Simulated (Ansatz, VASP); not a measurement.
# Two plane-wave programs on Ru

File INCAR:

```
SYSTEM = Ru
PREC = Accurate
ENCUT = 520
EDIFF = 1E-7
ISMEAR = 0
SIGMA = 0.15
LREAL = .FALSE.
LASPH = .TRUE.
NELM = 80
ALGO = Fast
ISIF = 2
LWAVE = .FALSE.
LCHARG = .TRUE.
GGA = PE
LELF = .TRUE.
LVHAR = .TRUE.
NBANDS = 21
```

Contents of KPOINTS:

```
Automatic mesh
0
G
  24 24 14
  0 0 0
```

The input POSCAR:

```
Ru
1.0
    2.7880257181      0.0000000000      0.0000000000
   -1.3940128590      2.4145010983      0.0000000000
    0.0000000000      0.0000000000      4.4041887339
Ru
2
Direct
    0.3333333333      0.6666666667      0.2500000000
    0.6666666667      0.3333333333      0.7500000000
```

Input for Ansatz:

```yaml
crystal:
  lattice:
    - [2.7880257181, 0.0, 0.0]
    - [-1.394012859, 2.4145010983, 0.0]
    - [0.0, 0.0, 4.4041887339]
  atoms:
    - { symbol: Ru, position: [0.3333333333, 0.6666666667, 0.25] }
    - { symbol: Ru, position: [0.6666666667, 0.3333333333, 0.75] }
basis:
  ecutwfc: 420
kpoints:
  mp_grid: { grid: [24, 24, 14] }
hamiltonian:
  xc: pbe
scf:
  occupations: { method: gaussian, width: 0.15 }
output:
  forces: true
  stress: true
  eigenvalues: true
```

Change from the starting cell: strain +0.025 along x and y, +0.025 along z, atoms carried along.

Alike in both runs: task single point; functional PBE; k mesh 24 × 24 × 14; occupations gaussian, width 0.15 eV; no spin polarisation.

```csv
,VASP,Ansatz
version,VASP 6.6.1,Ansatz 0.2.0
potentials or method,"VASP PAW PBE potentials, release 64 (Ru_pv), cutoff 520 eV","scalar-relativistic, plane waves, PAW"
valence electrons in the cell,28,32
```

Ansatz gave:

| Quantity | Value |
| --- | --- |
| gap on the k mesh at the Fermi level (eV) | none |
| pressure (GPa) | -19.2 |
| traceless stress, the component that is largest in VASP (GPa) | -1.21 |

Question: Which values does VASP return?

Answer: gap on the k mesh at the Fermi level (eV): none; pressure (GPa): -19.3; traceless stress, the component that is largest in VASP (GPa): -1.20.

A gap of «none» marks a metal or a gap that the smearing closes. VASP's potentials hold 28 valence electrons a cell and Ansatz's 32, so a difference there can come from the potentials and not from the codes.
